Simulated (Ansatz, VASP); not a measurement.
**One calculation of Mo, two programs**

```xyz
1
Lattice="2.6985 0.0000 0.0000 -1.3493 2.3370 0.0000 0.0000 0.0000 2.5206" Properties=species:S:1:pos:R:3 pbc="T T T"
Mo    0.0000    0.0000    1.2603
```

Alike in both runs: task single point; functional r2SCAN; k mesh 12 × 12 × 11; occupations fermi-dirac, width 0.1 eV; no spin polarisation.

```csv
,VASP,Ansatz
version,VASP 6.6.1,Ansatz 0.2.0
potentials or method,"VASP PAW PBE potentials, release 64 (Mo_sv), cutoff 520 eV","plane waves, PAW"
valence electrons in the cell,14,14
```

VASP gave:

```
pressure (GPa)                                                : 10.6
traceless stress, the component that is largest in VASP (GPa) : -6.50
```

Q: Which values does Ansatz return?

A: Pressure (GPa): 9.4; traceless stress, the component that is largest in VASP (GPa): -6.70.

VASP's potentials were made for PBE, not for r2SCAN. The functional is the same, so the differences come from potentials, cutoffs and numerics.
